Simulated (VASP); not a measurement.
# MoS2 (R3m) in VASP: a series of runs, part 2 of 2

VASP 6.6.1. The steps go on from the part before.

## (4) Single point, PBE

This run uses another cell than the first one, of 18.03 Å³/atom.

INCAR

```
PREC = Accurate
ENCUT = 520
EDIFF = 1E-6
ISMEAR = -1
SIGMA = 0.02
LREAL = F
LASPH = T
NELM = 60
ALGO = Normal
ISIF = 2
LWAVE = F
LCHARG = F
GGA = PE
NBANDS = 20
```

KPOINTS

```
regular mesh
0
Gamma
  10 10 10
```

POSCAR

```
MoS2
1.0
    1.5875903891      0.9165957385      6.1939349653
   -1.5875903891      0.9165957385      6.1939349653
    0.0000000000     -1.8331914770      6.1939349653
Mo S
1 2
Direct
    0.9997635220      0.9997635220      0.9997635220
    0.4167796975      0.4167796975      0.4167796975
    0.2494577807      0.2494577807      0.2494577807
```

Potentials or basis: VASP PAW PBE potentials, release 64 (Mo_sv, S).

On the command line:

```bash
> cat potpaw_PBE.64/Mo_sv/POTCAR potpaw_PBE.64/S/POTCAR > POTCAR
> mpirun -np 1 vasp_std > vasp.out
```

OUTCAR:

```text
PREC = Accurate
   ENCUT = 520
   EDIFF = 1E-6
   ISMEAR = -1
   LREAL = F
   LASPH = T
   NELM = 60
   ISIF = 2
   GGA = PE

 ion  position               nearest neighbor table
   1  1.000  1.000  1.000-   3 2.40   3 2.40   3 2.40   2 2.40   2 2.40   2 2.40
   2  0.417  0.417  0.417-   1 2.40   1 2.40   1 2.40
   3  0.249  0.249  0.249-   1 2.40   1 2.40   1 2.40

  LATTYP: Found a trigonal (rhomboedric) cell.
 ALAT       =     6.4595217583
 COS(alpha) =     0.8791890813

  Lattice vectors:

 A1 = (   1.5875903891,   0.9165957385,   6.1939349653)
 A2 = (  -1.5875903891,   0.9165957385,   6.1939349653)
 A3 = (   0.0000000000,  -1.8331914770,   6.1939349653)

Analysis of symmetry for initial positions (statically):
=====================================================================
 Subroutine PRICEL returns:
 Original cell was already a primitive cell.

 Routine SETGRP: Setting up the symmetry group for a
 trigonal (rhombohedral) supercell.

 Subroutine GETGRP returns: Found  6 space group operations
 (whereof  6 operations were pure point group operations)
 out of a pool of 12 trial point group operations.

The static configuration has the point symmetry C_3v.

Analysis of symmetry for dynamics (positions and initial velocities):
=====================================================================
 Subroutine PRICEL returns:
 Original cell was already a primitive cell.

 Routine SETGRP: Setting up the symmetry group for a
 trigonal (rhombohedral) supercell.

 Subroutine GETGRP returns: Found  6 space group operations
 (whereof  6 operations were pure point group operations)
 out of a pool of 12 trial point group operations.

The dynamic configuration has the point symmetry C_3v.

 Subroutine INISYM returns: Found  6 space group operations
 (whereof  6 operations are pure point group operations),
 and found     1 'primitive' translations

----------------------------------------------------------------------------------------

                                     Primitive cell

  volume of cell :      54.0797

  direct lattice vectors                    reciprocal lattice vectors
     1.587590389  0.916595738  6.193934965     0.314942698  0.181832251  0.053816085
    -1.587590389  0.916595738  6.193934965    -0.314942698  0.181832251  0.053816085
     0.000000000 -1.833191477  6.193934965     0.000000000 -0.363664503  0.053816085

  length of vectors
     6.459521758  6.459521758  6.459521758     0.367624865  0.367624865  0.367624865

  position of ions in fractional coordinates (direct lattice)
     0.999763522  0.999763522  0.999763522
     0.416779697  0.416779697  0.416779697
     0.249457781  0.249457781  0.249457781

  ion indices of the primitive-cell ions
   primitive index   ion index
                 1           1
                 2           2
                 3           3

----------------------------------------------------------------------------------------

 KPOINTS: regular mesh

Automatic generation of k-mesh.
 Grid dimensions read from file:
 generate k-points for:   10   10   10

 Generating k-lattice:

  Cartesian coordinates                     Fractional coordinates (reciprocal lattice)
     0.031494270  0.018183225  0.005381609     0.100000000  0.000000000  0.000000000
    -0.031494270  0.018183225  0.005381609     0.000000000  0.100000000  0.000000000
     0.000000000 -0.036366450  0.005381609     0.000000000  0.000000000  0.100000000

  Length of vectors
     0.036762487  0.036762487  0.036762487

  Shift w.r.t. Gamma in fractional coordinates (k-lattice)
     0.000000000  0.000000000  0.000000000

 Subroutine IBZKPT returns following result:
 ===========================================

 Found    116 irreducible k-points:

 Following reciprocal coordinates:
            Coordinates               Weight
  0.000000  0.000000  0.000000      1.000000
  0.100000  0.000000 -0.000000      6.000000
  0.200000  0.000000 -0.000000      6.000000
  0.300000  0.000000 -0.000000      6.000000
  0.400000  0.000000 -0.000000      6.000000
  0.500000  0.000000 -0.000000      3.000000
[... 16 lines left out ...]
  0.300000  0.300000 -0.000000      6.000000
  0.400000  0.300000 -0.000000     12.000000
 [... further k-points ...]
   k-points           NKPTS =    116   k-points in BZ     NKDIM =    116   number of bands    NBANDS=     20
   number of dos      NEDOS =    301   number of ions     NIONS =      3
   total plane-waves  NPLWV = 110592
   dimension x,y,z NGX =    48 NGY =   48 NGZ =   48
   dimension x,y,z NGXF=    96 NGYF=   96 NGZF=   96
   ions per type =               1   2
   NGX,Y,Z   is equivalent  to a cutoff of  12.35, 12.35, 12.35 a.u.
   NGXF,Y,Z  is equivalent  to a cutoff of  24.71, 24.71, 24.71 a.u.
 SYSTEM =  unknown system
   PREC   = accura    normal or accurate (medium, high low for compatibility)
   ISTART =      0    job   : 0-new  1-cont  2-samecut
   ICHARG =      2    charge: 1-file 2-atom 10-const
   ISPIN  =      1    spin polarized calculation?
   LNONCOLLINEAR =      F non collinear calculations
   LSORBIT =      F    spin-orbit coupling
   LASPH  =      T    aspherical Exc in radial PAW
   ENCUT  =  520.0 eV  38.22 Ry    6.18 a.u.  12.01 12.01 12.01*2*pi/ulx,y,z
   NELM   =     60;   NELMIN=  2; NELMDL= -5     # of ELM steps
   EDIFF  = 0.1E-05   stopping-criterion for ELM
   LREAL  =      F    real-space projection
   EDIFFG = 0.1E-04   stopping-criterion for IOM
   NSW    =      0    number of steps for IOM
   IBRION =     -1    ionic relax: 0-MD 1-quasi-New 2-CG
   NFREE  =      0    steps in history (QN), initial steepest desc. (CG)
   ISIF   =      2    stress and relaxation
   ISYM   =      2    0-nonsym 1-usesym 2-fastsym
   POTIM  = 0.5000    time-step for ionic-motion
   TEBEG  =    0.0;   TEEND  =   0.0 temperature during run
   PSTRESS=    0.0 pullay stress
   NELECT =      26.0000    total number of electrons
   NUPDOWN=      -1.0000    fix difference up-down
   EMIN   =  10.00;   EMAX   =-10.00  energy-range for DOS
   EFERMI =   0.00;   METHOD = LEGACY
   ISMEAR =    -1;   SIGMA  =   0.02  broadening in eV -4-tet -1-fermi 0-gaus
   EFERMI_NEDOS =   21; number of points for ismear=-14 and -15
   IALGO  =     38    algorithm
   IMIX   =      4    mixing-type and parameters
     AMIX     =   0.40;   BMIX     =  1.00
     AMIX_MAG =   1.60;   BMIX_MAG =  1.00
  volume/ion in A,a.u.               =      18.03       121.65
  Fermi-wavevector in a.u.,A,eV,Ry     =   1.282492  2.423558 22.378657  1.644785
  Thomas-Fermi vector in A             =   2.414800
   LORBIT       =      0    0 simple, 1 ext, 2 COOP (PROOUT), +10 PAW based schemes
   GGA     = PE    functional components
   LHFCALC =     F    Hartree Fock is set to
   AEXX    =    0.0000 exact exchange contribution
   IVDW    =     0    specifies the selected vdW correction
   LEPSILON=     F    determine dielectric tensor
   LRPA    =     F    only Hartree local field effects (RPA)
 non-spin polarized calculation
  energy-cutoff  :      520.00
  volume of cell :       54.08
 maximum number of plane-waves:      1474
   NGX = 23   NGY = 23   NGZ = 23

 number of electron      25.9999998 magnetization

 Free energy of the ion-electron system (eV)
  ---------------------------------------------------
  ext. energy  EPLUGINS =         0.00000000
  ---------------------------------------------------
  free energy    TOTEN  =       -21.81348964 eV

  energy without entropy =      -21.81348964  energy(sigma->0) =      -21.81348964

 E-fermi :   7.8761     XC(G=0): -10.7471

 val. band max:        7.3994259286   @ k =   0.5000   0.5000   0.5000
 cond. band min:       8.3860343907   @ k =  -0.2000   0.2000   0.0000
 fundamental gap:      0.9866084620
 Fermi energy:         7.8760754892

 k-point     1 :       0.0000    0.0000    0.0000
  band No.  band energies     occupation
      1     -54.1377      2.00000
      2     -28.2870      2.00000
      3     -28.0742      2.00000
      4     -28.0742      2.00000
      5      -7.5587      2.00000
      6      -5.9107      2.00000
[... 12 lines left out ...]
     19      15.5271      0.00000
     20      15.8819      0.00000
[... 507 lines left out ...]
 k-point    24 :       0.4000    0.3000   -0.0000
  band No.  band energies     occupation
      1     -54.1056      2.00000
      2     -28.3760      2.00000
      3     -28.2231      2.00000
      4     -28.1637      2.00000
      5      -5.9720      2.00000
      6      -5.4941      2.00000
[... 12 lines left out ...]
     19      15.0501      0.00000
     20      15.9636      0.00000

 [... further k-points ...]

------------------------ aborting loop because EDIFF is reached ----------------------------------------

  FORCE on cell =-STRESS in cart. coord.  units (eV):
  Direction    XX          YY          ZZ          XY          YZ          ZX
  --------------------------------------------------------------------------------------
  -------------------------------------------------------------------------------------
  Total        0.6159477      0.6159477      1.0621939      0.0000000      0.0000000      0.0000000
  in kB       18.2482097     18.2482097     31.4688017      0.0000000      0.0000000      0.0000000
  external PRESSURE =      22.6550737 kB  Pullay stress =       0.0000000 kB

 VOLUME and BASIS-vectors are now :
 -----------------------------------------------------------------------------
  energy-cutoff  :      520.00
  volume of cell :       54.08
      direct lattice vectors                 reciprocal lattice vectors
     1.587590389  0.916595738  6.193934965     0.314942698  0.181832251  0.053816085
    -1.587590389  0.916595738  6.193934965    -0.314942698  0.181832251  0.053816085
     0.000000000 -1.833191477  6.193934965     0.000000000 -0.363664503  0.053816085

 POSITION                                       TOTAL-FORCE (eV/Angst)
 -----------------------------------------------------------------------------------
      0.00000      0.00000     18.57741         0.000000     -0.000000      0.001358
      0.00000      0.00000      7.74452         0.000000     -0.000000      0.096013
      0.00000      0.00000      4.63538         0.000000      0.000000     -0.097371
 -----------------------------------------------------------------------------------
    total drift:                               -0.000000     -0.000000     -0.000149

  FREE ENERGIE OF THE ION-ELECTRON SYSTEM (eV)
  ---------------------------------------------------
  free  energy   TOTEN  =       -21.8134896392 eV

  energy  without entropy=      -21.8134896392  energy(sigma->0) =      -21.81348964
```

stdout:

```text
POSCAR found type information on POSCAR MoS
 POSCAR found :  2 types and       3 ions
 scaLAPACK will be used
 LDA part: xc-table for (Slater+PW92), standard interpolation
 POSCAR, INCAR and KPOINTS ok, starting setup
 FFT: planning ... GRIDC
 FFT: planning ... GRID_SOFT
 FFT: planning ... GRID
 WAVECAR not read
 entering main loop
```

Run time: 7.5 min. Hardware: 1 thread of Intel Xeon Platinum 8375C at 2.90GHz (Ice Lake), shared host; peak memory 0.37 GiB.

What came out:

```
Free energy            : -21.8135 eV
Pressure               : 2.3 GPa
Largest force          : 0.097 eV/Å
Band gap on the k mesh : 0.99 eV (least direct gap 1.93 eV)
```

Forces in eV/Å, atoms in the order of the input:
```
Mo   0.000  0.000  0.001
S    0.000  0.000  0.096
S    0.000  0.000 -0.097
```

Stress tensor (GPa, compression positive):
```
1.82 0.00 0.00
0.00 1.82 0.00
0.00 0.00 3.15
```

Levels at points of the mesh, in eV from the valence-band top:
| k point | band 11 | band 12 | band 13 | band 14 | band 15 | band 16 |
| --- | --- | --- | --- | --- | --- | --- |
| (0.00, 0.00, 0.00) | -2.24 | -1.25 | -1.12 | 2.04 | 2.04 | 2.41 |
| (0.50, 0.00, 0.00) | -2.33 | -1.60 | -1.42 | 1.60 | 2.02 | 3.46 |
| (0.50, 0.50, 0.00) | -2.87 | -1.78 | -1.26 | 1.56 | 2.14 | 3.02 |
| (0.50, 0.50, 0.50) | -2.21 | -2.21 | 0.00 | 2.13 | 2.13 | 2.29 |

A k mesh can miss the band edges.

## (5) Single point, LDA

This run uses another cell than the first one, of 18.03 Å³/atom.

INCAR

```
SYSTEM = MoS2
PREC     = Accurate       ! precision mode
ENCUT    = 520            ! plane-wave cutoff, eV
EDIFF    = 1E-7           ! SCF threshold, eV
ISMEAR   = 0              ! smearing method
SIGMA    = 0.01           ! smearing width, eV
LREAL    = .False.        ! projectors in reciprocal space
LASPH    = .True.         ! aspherical terms in the spheres
NELM     = 100            ! most SCF steps
ALGO     = Normal         ! electronic algorithm
ISIF     = 2              ! what is computed and relaxed
LWAVE    = .False.        ! write WAVECAR
LCHARG   = .False.        ! write CHGCAR
GGA      = CA             ! functional
NBANDS   = 20             ! bands
```

KPOINTS

```
Automatic mesh
0
Gamma
  10 10 10
  0 0 0
```

POSCAR is that of step 4.

Potentials or basis: VASP PAW LDA potentials, release 64 (Mo_sv, S).

On the command line:

```bash
> cat potpaw_LDA.64/Mo_sv/POTCAR potpaw_LDA.64/S/POTCAR > POTCAR
> mpirun -np 1 vasp_std > vasp.out
```

Run time: 6.3 min. Hardware: 1 thread of Intel Xeon Platinum 8375C at 2.90GHz (Ice Lake), shared host; peak memory 0.33 GiB.

It converged, with:

- Free energy: -24.4415 eV
- Pressure: -5.1 GPa
- Largest force: 0.304 eV/Å
- Band gap on the k mesh: 0.91 eV (least direct gap 1.93 eV)

Forces in eV/Å, atoms in the order of the input:
```
Mo   0.000  0.000  0.001
S    0.000  0.000 -0.304
S    0.000  0.000  0.303
```

Stress tensor (GPa, compression positive):
```
-5.54  0.00  0.00
 0.00 -5.54  0.00
 0.00  0.00 -4.10
```

Levels at points of the mesh, in eV from the valence-band top:
```
           k point  band 10  band 11  band 12  band 13  band 14  band 15  band 16  band 17
(0.00, 0.00, 0.00)    -2.25    -2.25    -1.23    -1.18     2.01     2.01     2.41     2.41
(0.50, 0.00, 0.00)    -3.95    -2.31    -1.59    -1.45     1.57     1.97     3.39     3.43
(0.50, 0.50, 0.00)    -3.88    -2.87    -1.77    -1.28     1.52     2.10     2.92     3.84
(0.50, 0.50, 0.50)    -3.37    -2.23    -2.23     0.00     2.10     2.10     2.28     2.28
```

Caveat: the cell stands under tension.

## (6) Relaxation of cell and atoms, PBE+D4

This run uses another cell than the first one, of 17.21 Å³/atom.

INCAR

```
PREC = Accurate
ENCUT = 600
EDIFF = 1E-6
ISMEAR = -1
SIGMA = 0.02
LREAL = F
LASPH = T
NELM = 80
ALGO = Normal
ISIF = 3
LWAVE = F
LCHARG = F
GGA = PE
IVDW = 13
IBRION = 2
NSW = 80
EDIFFG = -0.005
```

KPOINTS

```
regular mesh
0
Gamma
  8 8 8
```

POSCAR

```
MoS2
1.0
    1.5765789443      0.9102382779      5.9966488436
   -1.5765789443      0.9102382779      5.9966488436
    0.0000000000     -1.8204765558      5.9966488436
Mo S
1 2
Direct
    0.9997504584      0.9997504584      0.9997504584
    0.4200368433      0.4200368433      0.4200368433
    0.2462136984      0.2462136984      0.2462136984
```

Potentials or basis: VASP PAW PBE potentials, release 64 (Mo_sv, S).

On the command line:

```bash
> cat potpaw_PBE.64/Mo_sv/POTCAR potpaw_PBE.64/S/POTCAR > POTCAR
> mpirun -np 1 vasp_std > vasp.out
```

Run time: 25 min. Hardware: 1 thread of Intel Xeon Platinum 8375C at 2.90GHz (Ice Lake), shared host; peak memory 0.38 GiB.

The run converged. Its results:

- Free energy: -23.0929 eV
- Relaxed volume: 17.38 Å³/atom
- Relaxed cell: a = 6.309 Å, b = 6.309 Å, c = 6.309 Å, α = 28.98°, β = 28.98°, γ = 28.98°
- Space group after relaxing (to 0.1 Å): R3m (No. 160)
- Energy gained by relaxing: 0.2 meV/atom
- Ionic steps: 13
- Pressure after relaxing: 0.0 GPa
- Largest force after relaxing: 0.004 eV/Å
- Band gap on the k mesh: 0.94 eV (least direct gap 2.05 eV)
- Dispersion energy per atom: -0.438 eV

Forces on the atoms (eV/Å):
```
Mo   0.000  0.000 -0.004
S    0.000  0.000  0.002
S    0.000  0.000  0.002
```

Step by step:
```tsv
step	energy change (eV)	largest force (eV/Å)	pressure (GPa)	volume (Å³)
1	0.0000	0.0389	0.25	51.63
2	-0.0002	0.0486	-0.18	51.84
3	-0.0002	0.0473	-0.12	51.81
4	-0.0003	0.0149	0.14	51.83
5	-0.0003	0.0026	0.03	51.82
6	-0.0005	0.0027	0.10	51.86
7	-0.0006	0.0075	0.20	51.95
8	-0.0006	0.0201	0.02	52.04
9	-0.0006	0.0212	0.02	52.05
10	-0.0006	0.0243	-0.03	52.07
11	-0.0007	0.0115	-0.02	52.11
12	-0.0007	0.0085	-0.01	52.12
13	-0.0007	0.0044	0.00	52.13
```

Final structure:
```
Mo S
1.0
     1.57851    0.91135    6.03971
    -1.57851    0.91135    6.03971
     0.00000   -1.82270    6.03971
Mo S
1 2
Cartesian
  0.0000 0.0000 18.1148
  0.0000 0.0000 7.5973
  0.0000 0.0000 4.4743
```

Levels at points of the mesh, in eV from the valence-band top:
```csv
k point,band 11,band 12,band 13,band 14,band 15,band 16
"(0.00, 0.00, 0.00)",-2.27,-1.29,-1.13,1.98,1.98,2.39
"(0.50, 0.00, 0.00)",-2.40,-1.59,-1.53,1.61,1.98,3.33
"(0.50, 0.50, 0.00)",-3.05,-1.85,-1.34,1.55,2.13,2.95
"(0.50, 0.50, 0.50)",-2.23,-2.23,0.00,2.10,2.10,2.21
```

A k mesh can miss the band edges.

## (7) Overview

| task | level | potentials or basis | cell | k mesh | cutoff (eV) | smearing | gap on the mesh (eV) | pressure (GPa) | largest force (eV/Å) |
| --- | --- | --- | --- | --- | --- | --- | --- | --- | --- |
| single point | PBE+D4 | VASP PAW PBE potentials, release 64 (Mo_sv, S) | a = 6.307 Å, angles 29.0°, 3 atoms, atomic positions A | 8 × 8 × 8 | 520 | fermi-dirac 0.02 eV | 0.93 | -0.1 | 0.03 |
| single point | r2SCAN+rVV10 | VASP PAW PBE potentials, release 64 (Mo_sv, S) | a = 6.460 Å, angles 28.5°, 3 atoms, atomic positions B | 8 × 8 × 8 | 520 | fermi-dirac 0.02 eV | 1.14 | 0.2 | 0.02 |
| single point | PBE | VASP PAW PBE potentials, release 64 (Mo_sv, S) | a = 6.460 Å, angles 28.5°, 3 atoms, atomic positions B | 10 × 10 × 10 | 520 | fermi-dirac 0.02 eV | 0.99 | 2.3 | 0.10 |
| single point | LDA | VASP PAW LDA potentials, release 64 (Mo_sv, S) | a = 6.460 Å, angles 28.5°, 3 atoms, atomic positions B | 10 × 10 × 10 | 520 | gaussian 0.01 eV | 0.91 | -5.1 | 0.30 |
| relaxation of cell and atoms | PBE+D4 | VASP PAW PBE potentials, release 64 (Mo_sv, S) | relaxed from a = 6.267 Å, angles 29.1°, 3 atoms, atomic positions C | 8 × 8 × 8 | 600 | fermi-dirac 0.02 eV | 0.94 | 0.0 | - |

Alike in all rows: no spin polarisation.

Caveats: the PAW data sets were made with another functional, which shifts forces and pressure a little (at least some runs); the cell stands under tension (at least some runs).

Total energies depend on the potentials used, so only differences within one code and one set of settings carry meaning.
